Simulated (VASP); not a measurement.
# C (P6_3/mmc) in VASP: further runs, part 2 of 2

VASP 6.6.1. Earlier steps stand in the parts before.

### 3 Relaxation of the atoms, r2SCAN (strained cell)

Input file POSCAR:

```
C
1.0
    2.5030066865      0.0000000000      0.0000000000
   -1.2515033432      2.1676673763      0.0000000000
    0.0000000000      0.0000000000      4.2313878940
C
4
Direct
    0.3333333333      0.6666666667     -0.0004326141
    0.6666666667      0.3333333333      0.4995673859
    0.3333333333      0.6666666667      0.3744326141
    0.6666666667      0.3333333333      0.8744326141
```

Input file INCAR.step1:

```
SYSTEM = C
ALGO = Normal ; EDIFF = 1E-4
ENCUT = 520 ; GGA = PE
ISMEAR = 0 ; LASPH = .True.
LCHARG = .False. ; LREAL = .False.
LWAVE = .True. ; NELM = 100
PREC = Accurate ; SIGMA = 0.02
```

Input file INCAR.step2:

```
SYSTEM = C
ALGO = Normal ; EDIFF = 1E-7
EDIFFG = -0.002 ; ENCUT = 520
IBRION = 2 ; ISIF = 2
ISMEAR = 0 ; ISTART = 1
LASPH = .True. ; LCHARG = .False.
LMIXTAU = .True. ; LREAL = .False.
LWAVE = .False. ; METAGGA = R2SCAN
NELM = 100 ; NSW = 60
PREC = Accurate ; SIGMA = 0.02
```

Input file KPOINTS:

```
k-points
0
Gamma
  9 9 6
  0 0 0
```

Potentials or basis: VASP PAW PBE potentials, release 64 (C).

Run with:

```console
$ cat potpaw_PBE.64/C/POTCAR > POTCAR
$ cp INCAR.step1 INCAR
$ mpirun -np 1 vasp_std > vasp.out
$ cp INCAR.step2 INCAR
$ mpirun -np 1 vasp_std > vasp.out
```

OUTCAR:

```text
SYSTEM = C
   EDIFF = 1E-7
   EDIFFG = -0.002
   ENCUT = 520
   IBRION = 2
   ISIF = 2
   ISMEAR = 0
   ISTART = 1
   LASPH = .True.
   LREAL = .False.
   METAGGA = R2SCAN
   NELM = 100
   NSW = 60
   PREC = Accurate

 ion  position               nearest neighbor table
   1  0.333  0.667  1.000-   4 1.54   4 1.54   4 1.54   3 1.59
   2  0.667  0.333  0.500-   3 1.54   3 1.54   3 1.54   4 1.59
   3  0.333  0.667  0.374-   2 1.54   2 1.54   2 1.54   1 1.59
   4  0.667  0.333  0.874-   1 1.54   1 1.54   1 1.54   2 1.59

  LATTYP: Found a hexagonal cell.
 ALAT       =     2.5030066865
 C/A-ratio  =     1.6905220097

  Lattice vectors:

 A1 = (   2.5030066865,   0.0000000000,   0.0000000000)
 A2 = (  -1.2515033432,   2.1676673763,   0.0000000000)
 A3 = (   0.0000000000,   0.0000000000,   4.2313878940)

Analysis of symmetry for initial positions (statically):
=====================================================================
 Subroutine PRICEL returns:
 Original cell was already a primitive cell.

 Routine SETGRP: Setting up the symmetry group for a
 hexagonal supercell.

 Subroutine GETGRP returns: Found 24 space group operations
 (whereof  6 operations were pure point group operations)
 out of a pool of 24 trial point group operations.

The static configuration has the point symmetry C_3v.
 The point group associated with its full space group is D_6h.

Analysis of symmetry for dynamics (positions and initial velocities):
=====================================================================
 Subroutine PRICEL returns:
 Original cell was already a primitive cell.

 Routine SETGRP: Setting up the symmetry group for a
 hexagonal supercell.

 Subroutine GETGRP returns: Found 24 space group operations
 (whereof  6 operations were pure point group operations)
 out of a pool of 24 trial point group operations.

The dynamic configuration has the point symmetry C_3v.
 The point group associated with its full space group is D_6h.

 Subroutine INISYM returns: Found 24 space group operations
 (whereof  6 operations are pure point group operations),
 and found     1 'primitive' translations

----------------------------------------------------------------------------------------

                                     Primitive cell

  volume of cell :      22.9582

  direct lattice vectors                    reciprocal lattice vectors
     2.503006687  0.000000000  0.000000000     0.399519508  0.230662696  0.000000000
    -1.251503343  2.167667376  0.000000000     0.000000000  0.461325391  0.000000000
     0.000000000  0.000000000  4.231387894     0.000000000  0.000000000  0.236329078

  length of vectors
     2.503006687  2.503006686  4.231387894     0.461325391  0.461325391  0.236329078

  position of ions in fractional coordinates (direct lattice)
     0.333333333  0.666666667  0.999567386
     0.666666667  0.333333333  0.499567386
     0.333333333  0.666666667  0.374432614
     0.666666667  0.333333333  0.874432614

  ion indices of the primitive-cell ions
   primitive index   ion index
                 1           1
                 2           2
                 3           3
                 4           4

----------------------------------------------------------------------------------------

[... 58 lines left out ...]
   NGXF,Y,Z  is equivalent  to a cutoff of  26.57, 26.57, 25.14 a.u.
 SYSTEM =  C
   PREC   = accura    normal or accurate (medium, high low for compatibility)
   ISTART =      1    job   : 0-new  1-cont  2-samecut
   ICHARG =      0    charge: 1-file 2-atom 10-const
   ISPIN  =      1    spin polarized calculation?
   LNONCOLLINEAR =      F non collinear calculations
   LSORBIT =      F    spin-orbit coupling
   LASPH  =      T    aspherical Exc in radial PAW
   ENCUT  =  520.0 eV  38.22 Ry    6.18 a.u.   4.65  4.65  7.87*2*pi/ulx,y,z
   NELM   =    100;   NELMIN=  2; NELMDL=  0     # of ELM steps
   EDIFF  = 0.1E-06   stopping-criterion for ELM
   LREAL  =      F    real-space projection
   EDIFFG = -.2E-02   stopping-criterion for IOM
   NSW    =     60    number of steps for IOM
   IBRION =      2    ionic relax: 0-MD 1-quasi-New 2-CG
   NFREE  =      1    steps in history (QN), initial steepest desc. (CG)
   ISIF   =      2    stress and relaxation
   ISYM   =      2    0-nonsym 1-usesym 2-fastsym
   POTIM  = 0.5000    time-step for ionic-motion
   TEBEG  =    0.0;   TEEND  =   0.0 temperature during run
   PSTRESS=    0.0 pullay stress
   NELECT =      16.0000    total number of electrons
   NUPDOWN=      -1.0000    fix difference up-down
   EMIN   =  10.00;   EMAX   =-10.00  energy-range for DOS
   EFERMI =   0.00;   METHOD = LEGACY
   ISMEAR =     0;   SIGMA  =   0.02  broadening in eV -4-tet -1-fermi 0-gaus
   EFERMI_NEDOS =   21; number of points for ismear=-14 and -15
   IALGO  =     38    algorithm
   IMIX   =      4    mixing-type and parameters
     AMIX     =   0.40;   BMIX     =  1.00
     AMIX_MAG =   1.60;   BMIX_MAG =  1.00
  volume/ion in A,a.u.               =       5.74        38.73
  Fermi-wavevector in a.u.,A,eV,Ry     =   1.451451  2.742844 28.663523  2.106710
  Thomas-Fermi vector in A             =   2.568946
   LORBIT       =      0    0 simple, 1 ext, 2 COOP (PROOUT), +10 PAW based schemes
   METAGGA = R2SCAN    functional components
   LHFCALC =     F    Hartree Fock is set to
   AEXX    =    0.0000 exact exchange contribution
   IVDW    =     0    specifies the selected vdW correction
   LEPSILON=     F    determine dielectric tensor
   LRPA    =     F    only Hartree local field effects (RPA)
 conjugate gradient relaxation of ions
 non-spin polarized calculation
 Gauss-broadening in eV      SIGMA  =   0.02
  energy-cutoff  :      520.00
  volume of cell :       22.96
 maximum number of plane-waves:       640
 NGX is ok and might be reduce to    20
   NGX =  9   NGY =  9   NGZ = 15

--------------------------------------- Ionic step        1  -------------------------------------------

 number of electron      16.0000001 magnetization

 Free energy of the ion-electron system (eV)
  ---------------------------------------------------
  ext. energy  EPLUGINS =         0.00000000
  ---------------------------------------------------
  free energy    TOTEN  =       -39.18642252 eV

  energy without entropy =      -39.18642252  energy(sigma->0) =      -39.18642252

------------------------ aborting loop because EDIFF is reached ----------------------------------------

  FORCE on cell =-STRESS in cart. coord.  units (eV):
  Direction    XX          YY          ZZ          XY          YZ          ZX
  --------------------------------------------------------------------------------------
  -------------------------------------------------------------------------------------
  Total        0.1609447      0.1609447     -2.6000344      0.0000000      0.0000000      0.0000000
  in kB       11.2318079     11.2318079   -181.4479976      0.0000000      0.0000000      0.0000000
  external PRESSURE =     -52.9947940 kB  Pullay stress =       0.0000000 kB
[... 63 lines left out ...]
--------------------------------------- Ionic step        3  -------------------------------------------

 number of electron      16.0000001 magnetization

 Free energy of the ion-electron system (eV)
  ---------------------------------------------------
  ext. energy  EPLUGINS =         0.00000000
  ---------------------------------------------------
  free energy    TOTEN  =       -39.18643072 eV

  energy without entropy =      -39.18643072  energy(sigma->0) =      -39.18643072

 E-fermi :   9.9956     XC(G=0): -14.1875

 val. band max:        9.8123135468   @ k =   0.0000   0.0000   0.0000
 cond. band min:      13.4311936098   @ k =   0.3333   0.3333   0.0000
 fundamental gap:      3.6188800630
 Fermi energy:         9.9956341910

 k-point     1 :       0.0000    0.0000    0.0000
  band No.  band energies     occupation
      1     -13.0155      2.00000
      2      -7.5740      2.00000
      3      -4.3545      2.00000
      4       6.7518      2.00000
      5       6.7518      2.00000
      6       9.3541      2.00000
      7       9.8123      2.00000
      8       9.8123      2.00000
      9      14.9292      0.00000
     10      15.1914      0.00000
     11      15.1914      0.00000
     12      18.5083      0.00000
[... 331 lines left out ...]
 k-point    24 :       0.3333    0.3333    0.1667
  band No.  band energies     occupation
      1      -5.3965      2.00000
      2      -5.3965      2.00000
      3      -1.4300      2.00000
      4      -1.4200      2.00000
      5      -1.4200      2.00000
      6       1.9617      2.00000
      7       3.2970      2.00000
      8       3.2970      2.00000
      9      14.2472      0.00000
     10      20.1196      0.00000
     11      20.1196      0.00000
     12      23.1780      0.00000

 [... further k-points ...]
[... 5 lines left out ...]
  --------------------------------------------------------------------------------------
  -------------------------------------------------------------------------------------
  Total        0.1602543      0.1602543     -2.6048278      0.0000000      0.0000000      0.0000000
  in kB       11.1836312     11.1836312   -181.7825158      0.0000000      0.0000000      0.0000000
  external PRESSURE =     -53.1384178 kB  Pullay stress =       0.0000000 kB
[... 19 lines left out ...]
  FREE ENERGIE OF THE ION-ELECTRON SYSTEM (eV)
  ---------------------------------------------------
  free  energy   TOTEN  =       -39.1864307246 eV

  energy  without entropy=      -39.1864307246  energy(sigma->0) =      -39.18643072

 reached required accuracy - stopping structural energy minimisation
```

Run time: 3.1 min. Hardware: 1 thread of Intel Xeon 6975P-C, shared host; peak memory 0.14 GiB.

What came out:

```yaml
Free_energy: -39.1864 eV
Energy_gained_by_relaxing: 0.0 meV/atom
Ionic_steps: 3
Pressure_after_relaxing: -5.3 GPa
Band_gap_on_the_k_mesh: 3.62 eV, indirect (least direct gap 5.12 eV)
```

Final structure:
```yaml
crystal:
  lattice:
    - [2.50301, 0.00000, 0.00000]
    - [-1.25150, 2.16767, 0.00000]
    - [0.00000, 0.00000, 4.23139]
  atoms:
    - { symbol: C, position: [0.33333, 0.66667, 0.99963] }
    - { symbol: C, position: [0.66667, 0.33333, 0.49963] }
    - { symbol: C, position: [0.33333, 0.66667, 0.37437] }
    - { symbol: C, position: [0.66667, 0.33333, 0.87437] }
```

Levels at points of the mesh, in eV from the valence-band top:
```
           k point  band 6  band 7  band 8  band 9  band 10  band 11
(0.00, 0.00, 0.00)   -0.46    0.00    0.00    5.12     5.38     5.38
(0.00, 0.00, 0.50)   -1.82   -1.82   -1.82    7.67     7.67     7.67
```

Caveat: the cell differs from its parent crystal (strained cell); the PAW data sets were made with another functional, which shifts forces and pressure a little.

### 4 Relaxation of the atoms, r2SCAN (strained cell)

Input file POSCAR:

```
C
1.0
    2.5688887225      0.0000000000      0.0000000000
   -1.2844443613      2.2247228932      0.0000000000
    0.0000000000      0.0000000000      4.2313878940
C
4
Direct
    0.3333333333      0.6666666667     -0.0004103490
    0.6666666667      0.3333333333      0.4995896510
    0.3333333333      0.6666666667      0.3744103490
    0.6666666667      0.3333333333      0.8744103490
```

Input file INCAR.step1:

```
ALGO = Normal ; EDIFF = 1E-4
ENCUT = 520 ; GGA = PE
ISMEAR = 0 ; LASPH = True
LCHARG = False ; LREAL = False
LWAVE = True ; NELM = 80
PREC = Accurate ; SIGMA = 0.02
```

Input file INCAR.step2:

```
ALGO = Normal ; EDIFF = 1E-6
EDIFFG = -0.002 ; ENCUT = 520
IBRION = 2 ; ISIF = 2
ISMEAR = 0 ; ISTART = 1
LASPH = True ; LCHARG = False
LMIXTAU = True ; LREAL = False
LWAVE = False ; METAGGA = R2SCAN
NELM = 80 ; NSW = 60
PREC = Accurate ; SIGMA = 0.02
```

Input file KPOINTS:

```
k-points
0
Gamma
  9 9 6
```

Run with:

```console
$ cat potpaw_PBE.64/C/POTCAR > POTCAR
$ cp INCAR.step1 INCAR
$ mpirun -np 1 vasp_std > vasp.out
$ cp INCAR.step2 INCAR
$ mpirun -np 1 vasp_std > vasp.out
```

It took 2 min on 1 thread of Intel Xeon 6975P-C, shared host; peak memory 0.13 GiB.

It converged, with:

```
Free energy               : -39.0737 eV
Energy gained by relaxing : 0.0 meV/atom
Ionic steps               : 3
Pressure after relaxing   : -25.6 GPa
Band gap on the k mesh    : 3.79 eV, indirect (least direct gap 4.96 eV)
```

Stress tensor (GPa, compression positive):
```
-29.74   0.00   0.00
  0.00 -29.74   0.00
  0.00   0.00 -17.41
```

Final structure:
```
CELL_PARAMETERS angstrom
2.56889 0.00000 0.00000
-1.28444 2.22472 0.00000
0.00000 0.00000 4.23139
ATOMIC_POSITIONS crystal
C 0.33333 0.66667 0.99961
C 0.66667 0.33333 0.49961
C 0.33333 0.66667 0.37439
C 0.66667 0.33333 0.87439
```

Levels at points of the mesh, in eV from the valence-band top:
| k point | band 5 | band 6 | band 7 | band 8 | band 9 | band 10 | band 11 | band 12 |
| --- | --- | --- | --- | --- | --- | --- | --- | --- |
| (0.00, 0.00, 0.00) | -3.18 | -0.44 | 0.00 | 0.00 | 4.96 | 4.96 | 5.69 | 7.35 |
| (0.00, 0.00, 0.50) | -1.91 | -1.91 | -1.91 | -1.91 | 7.30 | 7.30 | 7.30 | 7.32 |

Caveat: the cell differs from its parent crystal (strained cell); the PAW data sets were made with another functional, which shifts forces and pressure a little. A k mesh can miss the band edges.

### 5 Overview

```tsv
cell	gap on the mesh (eV)	pressure (GPa)
atoms relaxed from a = 2.504, b = 2.504, c = 4.231 Å, angles 90.0, 90.0, 120.0°, 4 atoms	3.62	-5.7
atoms relaxed from a = 2.503, b = 2.503, c = 4.231 Å, angles 90.0, 90.0, 120.0°, 4 atoms	3.62	-5.3
atoms relaxed from a = 2.569, b = 2.569, c = 4.231 Å, angles 90.0, 90.0, 120.0°, 4 atoms	3.79	-25.6
```

Alike in all rows: task relaxation of the atoms; level r2SCAN; potentials or basis VASP PAW PBE potentials, release 64 (C); no spin polarisation; k mesh 9 × 9 × 6; cutoff (eV) 520; smearing gaussian 0.02 eV.

Caveats: the PAW data sets were made with another functional, which shifts forces and pressure a little.

Total energies depend on the potentials used, so only differences within one code and one set of settings carry meaning.
